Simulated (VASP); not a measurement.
Here is a VASP 6.6.1 calculation.

Contents of POSCAR:

```
ZnS
1.0
    0.0000000000      2.7157786495      2.7157786495
    2.7157786495      0.0000000000      2.7157786495
    2.7157786495      2.7157786495      0.0000000000
Zn S
1 1
Direct
    0.2500000000      0.2500000000      0.2500000000
    0.0000000000      0.0000000000      0.0000000000
```

File INCAR.step1:

```
ALGO = Normal ; EDIFF = 1E-5
ENCUT = 520 ; GGA = PE
ISIF = 2 ; ISMEAR = 0
LASPH = T ; LCHARG = F
LREAL = F ; LWAVE = T
NBANDS = 16 ; NELM = 100
PREC = Accurate ; SIGMA = 0.02
```

Contents of INCAR.step2:

```
ALGO = Normal ; EDIFF = 1E-6
ENCUT = 520 ; GGA = PE
HFSCREEN = 0.2079 ; ISIF = 2
ISMEAR = 0 ; ISTART = 1
LASPH = T ; LCHARG = F
LHFCALC = T ; LREAL = F
LWAVE = F ; NBANDS = 16
NELM = 100 ; PREC = Accurate
PRECFOCK = Normal ; SIGMA = 0.02
```

File KPOINTS:

```
k-points
0
Gamma
  4 4 4
```

Potentials or basis: VASP PAW PBE potentials, release 64 (Zn, S).

Launch:

```console
$ cat potpaw_PBE.64/Zn/POTCAR potpaw_PBE.64/S/POTCAR > POTCAR
$ cp INCAR.step1 INCAR
$ mpirun -np 1 vasp_std > vasp.out
$ cp INCAR.step2 INCAR
$ mpirun -np 1 vasp_std > vasp.out
```

Predict the band gap on the k mesh.

3.27 eV, direct.

What does it give for the pressure?

0.0 GPa.

Caveat: the k points lie up to 0.50 Å⁻¹ apart; the PAW data sets were made with another functional, which shifts forces and pressure a little.
